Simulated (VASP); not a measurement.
Runs of VASP 6.6.1 on HfN. The structure is that of space group Fm-3m (No. 225), or close to it. The cells are those of the table. 

```tsv
level	cell	k mesh	cutoff (eV)	gap on the mesh (eV)	pressure (GPa)
PBE	a = 3.226 Å, angles 60.0°, 2 atoms	8 × 8 × 8	600	none	(a)
r2SCAN	a = 3.217 Å, angles 60.0°, 2 atoms	12 × 12 × 12	520	none	(b)
r2SCAN	a = 3.272 Å, angles 60.0°, 2 atoms	12 × 12 × 12	520	none	-19.0
r2SCAN	a = 3.199 Å, angles 60.0°, 2 atoms	12 × 12 × 12	520	none	-2.6
PBE	a = 3.217 Å, angles 60.0°, 2 atoms	8 × 8 × 8	600	none	-2.5
r2SCAN	a = 3.200, b = 3.215 Å, angles 59.8, 59.7, 59.8°, 2 atoms	12 × 12 × 12	520	none	-2.6
r2SCAN	a = 3.156 Å, angles 60.0°, 2 atoms	12 × 12 × 12	520	none	9.8
```

Alike in all rows: task single point; potentials or basis VASP PAW PBE potentials, release 64 (Hf_pv, N); no spin polarisation; smearing gaussian 0.05 eV.

Problem. Estimate the missing entries.

Solution. (a) -4.6; (b) -7.0.

Caveats: spin-orbit coupling is left out, which moves the levels of the heavy elements; the PAW data sets were made with another functional, which shifts forces and pressure a little (some runs).

A k mesh can miss the band edges, and the runs leave out spin-orbit coupling on Hf.

A gap of «none» marks levels without a gap at the run's occupations.
